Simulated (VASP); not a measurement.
# WC (Fm-3m) in VASP: notebook

Runs on WC. Level: LDA. Tasks: single point.

All numbers are computed with VASP 6.6.1; they aren't measurements. Logs are shortened: lines on timing, memory, paths and dates and some standing lists are left out, and cuts for length are marked.

## 1. The cell of the first run

Symmetry: Fm-3m, No. 225, cubic system. Conventional cell: a = 4.385 Å, b = 4.385 Å, c = 4.385 Å, α = 90.00°, β = 90.00°, γ = 90.00°. W (site symmetry m-3m) has 6 C at 2.19 Å within 2.9 Å. Within 2.9 Å of C (site symmetry m-3m) lie 6 W at 2.19 Å.

## 2. Single point, LDA

INCAR reads:

```
SYSTEM = WC
PREC = Accurate
ENCUT = 1300
EDIFF = 1E-6
ISMEAR = 1
SIGMA = 0.1
LREAL = .False.
LASPH = .True.
NELM = 120
ALGO = Normal
ISIF = 2
LWAVE = .False.
LCHARG = .False.
GGA = CA
NBANDS = 16
GGA_COMPAT = .False.
```

KPOINTS reads:

```
regular mesh
0
Gamma
  7 7 7
  0 0 0
```

POSCAR reads:

```
WC
1.0
    0.0000000000      2.1926840000      2.1926840000
    2.1926840000      0.0000000000      2.1926840000
    2.1926840000      2.1926840000      0.0000000000
W C
1 1
Direct
    0.0000000000      0.0000000000      0.0000000000
    0.5000000000      0.5000000000      0.5000000000
```

Potentials or basis: VASP PAW LDA potentials, release 64 (W_sv, C_h).

Launch:

```console
cat potpaw_LDA.64/W_sv/POTCAR potpaw_LDA.64/C_h/POTCAR > POTCAR
mpirun -np 1 vasp_std > vasp.out
```

OUTCAR:

```text
SYSTEM = WC
   PREC = Accurate
   ENCUT = 1300
   EDIFF = 1E-6
   ISMEAR = 1
   LREAL = .False.
   LASPH = .True.
   NELM = 120
   ISIF = 2
   GGA = CA

 ion  position               nearest neighbor table
   1  0.000  0.000  0.000-   2 2.19   2 2.19   2 2.19   2 2.19   2 2.19   2 2.19
   2  0.500  0.500  0.500-   1 2.19   1 2.19   1 2.19   1 2.19   1 2.19   1 2.19

  LATTYP: Found a face centered cubic cell.
 ALAT       =     4.3853680000

  Lattice vectors:

 A1 = (   0.0000000000,   2.1926840000,   2.1926840000)
 A2 = (   2.1926840000,   0.0000000000,   2.1926840000)
 A3 = (   2.1926840000,   2.1926840000,   0.0000000000)

Analysis of symmetry for initial positions (statically):
=====================================================================
 Subroutine PRICEL returns:
 Original cell was already a primitive cell.

 Routine SETGRP: Setting up the symmetry group for a
 face centered cubic supercell.

 Subroutine GETGRP returns: Found 48 space group operations
 (whereof 48 operations were pure point group operations)
 out of a pool of 48 trial point group operations.

The static configuration has the point symmetry O_h .

Analysis of symmetry for dynamics (positions and initial velocities):
=====================================================================
 Subroutine PRICEL returns:
 Original cell was already a primitive cell.

 Routine SETGRP: Setting up the symmetry group for a
 face centered cubic supercell.

 Subroutine GETGRP returns: Found 48 space group operations
 (whereof 48 operations were pure point group operations)
 out of a pool of 48 trial point group operations.

The dynamic configuration has the point symmetry O_h .

 Subroutine INISYM returns: Found 48 space group operations
 (whereof 48 operations are pure point group operations),
 and found     1 'primitive' translations

----------------------------------------------------------------------------------------

                                     Primitive cell

  volume of cell :      21.0842

  direct lattice vectors                    reciprocal lattice vectors
     0.000000000  2.192684000  2.192684000    -0.228031034  0.228031034  0.228031034
     2.192684000  0.000000000  2.192684000     0.228031034 -0.228031034  0.228031034
     2.192684000  2.192684000  0.000000000     0.228031034  0.228031034 -0.228031034

  length of vectors
     3.100923451  3.100923451  3.100923451     0.394961337  0.394961337  0.394961337

[... 74 lines left out ...]
   NELM   =    120;   NELMIN=  2; NELMDL= -5     # of ELM steps
   EDIFF  = 0.1E-05   stopping-criterion for ELM
   LREAL  =      F    real-space projection
   EDIFFG = 0.1E-04   stopping-criterion for IOM
   NSW    =      0    number of steps for IOM
   IBRION =     -1    ionic relax: 0-MD 1-quasi-New 2-CG
   NFREE  =      0    steps in history (QN), initial steepest desc. (CG)
   ISIF   =      2    stress and relaxation
   ISYM   =      2    0-nonsym 1-usesym 2-fastsym
   POTIM  = 0.5000    time-step for ionic-motion
   TEBEG  =    0.0;   TEEND  =   0.0 temperature during run
   PSTRESS=    0.0 pullay stress
   NELECT =      18.0000    total number of electrons
   NUPDOWN=      -1.0000    fix difference up-down
   EMIN   =  10.00;   EMAX   =-10.00  energy-range for DOS
   EFERMI =   0.00;   METHOD = LEGACY
   ISMEAR =     1;   SIGMA  =   0.10  broadening in eV -4-tet -1-fermi 0-gaus
   EFERMI_NEDOS =   21; number of points for ismear=-14 and -15
   IALGO  =     38    algorithm
   IMIX   =      4    mixing-type and parameters
     AMIX     =   0.40;   BMIX     =  1.00
     AMIX_MAG =   1.60;   BMIX_MAG =  1.00
  volume/ion in A,a.u.               =      10.54        71.14
  Fermi-wavevector in a.u.,A,eV,Ry     =   1.553029  2.934800 32.815887  2.411900
  Thomas-Fermi vector in A             =   2.657319
   LORBIT       =      0    0 simple, 1 ext, 2 COOP (PROOUT), +10 PAW based schemes
   GGA     = CA    functional components
   LHFCALC =     F    Hartree Fock is set to
   AEXX    =    0.0000 exact exchange contribution
   IVDW    =     0    specifies the selected vdW correction
   LEPSILON=     F    determine dielectric tensor
   LRPA    =     F    only Hartree local field effects (RPA)
 non-spin polarized calculation
 Methfessel and Paxton  Order N= 1 SIGMA  =   0.10
  energy-cutoff  :     1300.00
  volume of cell :       21.08
 maximum number of plane-waves:      2258
   NGX = 19   NGY = 19   NGZ = 19

 number of electron      18.0000000 magnetization

 Free energy of the ion-electron system (eV)
  ---------------------------------------------------
  ext. energy  EPLUGINS =         0.00000000
  ---------------------------------------------------
  free energy    TOTEN  =       -23.80438888 eV

  energy without entropy =      -23.80577651  energy(sigma->0) =      -23.80485142

 E-fermi :  12.2963     XC(G=0): -13.9377

 val. band max:       12.2480006049   @ k =  -0.1429   0.1429   0.0000
 cond. band min:      12.4781067759   @ k =   0.2857   0.1429   0.0000
 fundamental gap:      0.2301061710
 Fermi energy:        12.2963434848

 k-point     1 :       0.0000    0.0000    0.0000
  band No.  band energies     occupation
      1     -62.4077      2.00000
      2     -26.6549      2.00000
      3     -26.6549      2.00000
      4     -26.6549      2.00000
      5      -3.0172      2.00000
      6       9.8189      2.00000
[... 357 lines left out ...]
      3     -27.0236      2.00000
      4     -26.8394      2.00000
      5       0.1953      2.00000
      6       5.6479      2.00000
[... 8 lines left out ...]
     15      24.7417      0.00000
     16      25.2745      0.00000

------------------------ aborting loop because EDIFF is reached ----------------------------------------

  FORCE on cell =-STRESS in cart. coord.  units (eV):
  Direction    XX          YY          ZZ          XY          YZ          ZX
  --------------------------------------------------------------------------------------
  -------------------------------------------------------------------------------------
  Total       -1.8842100     -1.8842100     -1.8842100      0.0000000      0.0000000     -0.0000000
  in kB     -143.1797965   -143.1797965   -143.1797965      0.0000000      0.0000000     -0.0000000
  external PRESSURE =    -143.1797965 kB  Pullay stress =       0.0000000 kB

 VOLUME and BASIS-vectors are now :
 -----------------------------------------------------------------------------
  energy-cutoff  :     1300.00
  volume of cell :       21.08
      direct lattice vectors                 reciprocal lattice vectors
     0.000000000  2.192684000  2.192684000    -0.228031034  0.228031034  0.228031034
     2.192684000  0.000000000  2.192684000     0.228031034 -0.228031034  0.228031034
     2.192684000  2.192684000  0.000000000     0.228031034  0.228031034 -0.228031034

 POSITION                                       TOTAL-FORCE (eV/Angst)
 -----------------------------------------------------------------------------------
      0.00000      0.00000      0.00000         0.000000      0.000000     -0.000000
      2.19268      2.19268      2.19268         0.000000      0.000000      0.000000
 -----------------------------------------------------------------------------------
    total drift:                               -0.000000      0.000000      0.000000

  FREE ENERGIE OF THE ION-ELECTRON SYSTEM (eV)
  ---------------------------------------------------
  free  energy   TOTEN  =       -23.8043888773 eV

  energy  without entropy=      -23.8057765058  energy(sigma->0) =      -23.80485142
```

OSZICAR:

```text
N       E                     dE             d eps       ncg     rms          rms(c)
DAV:   1     0.171649023184E+03    0.17165E+03   -0.15811E+04   640   0.240E+03
DAV:   2    -0.199133084780E+02   -0.19156E+03   -0.18434E+03   760   0.509E+02
DAV:   3    -0.272119452848E+02   -0.72986E+01   -0.71129E+01   712   0.799E+01
DAV:   4    -0.272770214235E+02   -0.65076E-01   -0.65056E-01   792   0.832E+00
DAV:   5    -0.272773767225E+02   -0.35530E-03   -0.35530E-03   744   0.654E-01    0.308E+01
DAV:   6    -0.239439199783E+02    0.33335E+01   -0.86973E+00   856   0.276E+01    0.766E+00
DAV:   7    -0.238406235183E+02    0.10330E+00   -0.53768E-01   664   0.632E+00    0.625E+00
DAV:   8    -0.238068586834E+02    0.33765E-01   -0.10994E-01   720   0.272E+00    0.139E+00
DAV:   9    -0.238045624288E+02    0.22963E-02   -0.42359E-03   704   0.587E-01    0.109E-01
DAV:  10    -0.238043867584E+02    0.17567E-03   -0.55611E-04   768   0.251E-01    0.268E-02
DAV:  11    -0.238043884846E+02   -0.17262E-05   -0.12145E-05   744   0.366E-02    0.778E-03
DAV:  12    -0.238043888773E+02   -0.39272E-06   -0.41908E-07   408   0.611E-03
   1 F= -.23804389E+02 E0= -.23804851E+02  d E =0.138763E-02
```

stdout:

```text
POSCAR found type information on POSCAR W C
 POSCAR found :  2 types and       2 ions
 scaLAPACK will be used
 LDA part: xc-table for (Slater(with rela. corr.)+CA(PZ))
 , standard interpolation
 POSCAR, INCAR and KPOINTS ok, starting setup
 FFT: planning ... GRIDC
 FFT: planning ... GRID_SOFT
 FFT: planning ... GRID
 WAVECAR not read
 entering main loop
```

It took 10 s on 1 thread of Intel Xeon 6975P-C (Granite Rapids), shared host; peak memory 0.2 GiB.

What came out:

```yaml
Free_energy: -23.8044 eV
Pressure: -14.3 GPa
Band_gap_on_the_k_mesh: zero (bands 9 and 10 overlap by 2.73 eV)
```

Levels at points of the mesh, in eV from the Fermi level:
| k point | band 6 | band 7 | band 8 | band 9 | band 10 | band 11 | band 12 | band 13 |
| --- | --- | --- | --- | --- | --- | --- | --- | --- |
| (0.00, 0.00, 0.00) | -2.48 | -2.48 | -2.48 | -0.72 | -0.72 | -0.72 | -0.71 | -0.71 |

Caveat: the cell stands under tension; spin-orbit coupling is left out, which moves the levels of the heavy elements.

## 3. Single point, LDA

INCAR reads:

```
SYSTEM = WC
PREC     = Accurate       ! precision mode
ENCUT    = 1300           ! plane-wave cutoff, eV
EDIFF    = 1E-6           ! SCF threshold, eV
ISMEAR   = 1              ! smearing method
SIGMA    = 0.1            ! smearing width, eV
LREAL    = .False.        ! projectors in reciprocal space
LASPH    = .True.         ! aspherical terms in the spheres
NELM     = 120            ! most SCF steps
ALGO     = Normal         ! electronic algorithm
ISIF     = 2              ! what is computed and relaxed
LWAVE    = .False.        ! write WAVECAR
LCHARG   = .True.         ! write CHGCAR
LELF     = .True.         ! ELF
LVHAR    = .True.       
NBANDS   = 16             ! bands
GGA_COMPAT= .False.
```

KPOINTS reads:

```
Automatic mesh
0
Gamma
  3 3 3
  0 0 0
```

POSCAR is that of step 2.

Potentials or basis: VASP PAW LDA potentials, release 64 (W_sv, C_h).

Launch:

```console
cat potpaw_LDA.64/W_sv/POTCAR potpaw_LDA.64/C_h/POTCAR > POTCAR
mpirun -np 1 vasp_std > vasp.out
```

Wall time 3.8 s (1 thread of Intel Xeon 6975P-C (Granite Rapids), shared host); peak memory 0.18 GiB.

Results (log left out):

```
Free energy            : -23.1124 eV
Pressure               : -7.2 GPa
Band gap on the k mesh : zero (bands 9 and 10 overlap by 0.82 eV)
```

Levels at points of the mesh, in eV from the Fermi level:
```
           k point  band 5  band 6  band 7  band 8  band 9  band 10  band 11  band 12  band 13  band 14
(0.00, 0.00, 0.00)  -15.27   -2.57   -2.57   -2.57   -0.78    -0.78    -0.60    -0.60    -0.60     7.03
```

Caveat: the k points lie up to 0.83 Å⁻¹ apart, too coarse for converged energies and pressures of a metal; spin-orbit coupling is left out, which moves the levels of the heavy elements.

## 4. Single point, LDA

INCAR reads:

```
SYSTEM = WC
PREC     = Accurate       ! precision mode
ENCUT    = 1300           ! plane-wave cutoff, eV
EDIFF    = 1E-6           ! SCF threshold, eV
ISMEAR   = 1              ! smearing method
SIGMA    = 0.1            ! smearing width, eV
LREAL    = .FALSE.        ! projectors in reciprocal space
LASPH    = .TRUE.         ! aspherical terms in the spheres
NELM     = 120            ! most SCF steps
ALGO     = Normal         ! electronic algorithm
ISIF     = 2              ! what is computed and relaxed
LWAVE    = .FALSE.        ! write WAVECAR
LCHARG   = .TRUE.         ! write CHGCAR
GGA      = CA             ! functional
LELF     = .TRUE.         ! ELF
LVHAR    = .TRUE.       
NBANDS   = 16             ! bands
GGA_COMPAT= .FALSE.
```

KPOINTS reads:

```
regular mesh
0
G
  5 5 5
  0 0 0
```

POSCAR is that of step 3.

Launch:

```console
cat potpaw_LDA.64/W_sv/POTCAR potpaw_LDA.64/C_h/POTCAR > POTCAR
mpirun -np 1 vasp_std > vasp.out
```

Wall time 6.6 s (1 thread of Intel Xeon 6975P-C (Granite Rapids), shared host); peak memory 0.19 GiB.

Results (log left out):

```
Free energy            : -23.8172 eV
Pressure               : -14.5 GPa
Band gap on the k mesh : zero (bands 9 and 10 overlap by 2.08 eV)
```

Levels at points of the mesh, in eV from the Fermi level:
```csv
k point,band 7,band 8,band 9,band 10,band 11,band 12
"(0.00, 0.00, 0.00)",-3.09,-3.09,-1.31,-1.31,-1.25,-1.25
```

Caveat: the k points lie up to 0.50 Å⁻¹ apart, too coarse for converged energies and pressures of a metal; spin-orbit coupling is left out, which moves the levels of the heavy elements.

[end of part 1 of 2]

The gap in the log of VASP goes by the Fermi energy; the results here count the filled bands.